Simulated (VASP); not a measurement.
Runs of VASP 6.6.1 on BN. The typed cell holds 36 atoms: a = 7.465 Å, b = 7.465 Å, c = 6.495 Å, α = 90.00°, β = 90.00°, γ = 120.00°. 

```tsv
level	potentials or basis	k mesh	cutoff (eV)	smearing	gap on the mesh (eV)	pressure (GPa)	largest force (eV/Å)
PBE	VASP PAW PBE potentials, release 64 (B, N)	1 × 1 × 1	600	fermi-dirac 0.01 eV	4.97	9.1	0.22
PBE	VASP PAW PBE potentials, release 64 (B, N)	2 × 2 × 2, shifted	520	fermi-dirac 0.01 eV	4.62	8.6	0.22
LDA	VASP PAW LDA potentials, release 64 (B, N)	1 × 1 × 1, shifted	600	fermi-dirac 0.01 eV	4.62	(b)	0.21
PBE	VASP PAW PBE potentials, release 64 (B, N)	1 × 1 × 1, shifted	520	gaussian 0.01 eV	4.80	(a)	0.22
```

Alike in all rows: task single point; no spin polarisation; cell as given.

Problem. Fill in the values left out.

Solution. (a) 8.8; (b) 0.7.

Caveats: some runs use coarse meshes; this functional lacks dispersion, which binds the layers, so the pressure and a relaxed spacing across them are unreliable (at least some runs); a shifted mesh leaves out Γ, where band edges can lie (at least some runs); an odd mesh through Γ misses points on the zone boundary, where band edges can lie (at least some runs); the cell stands under pressure (at least some runs).
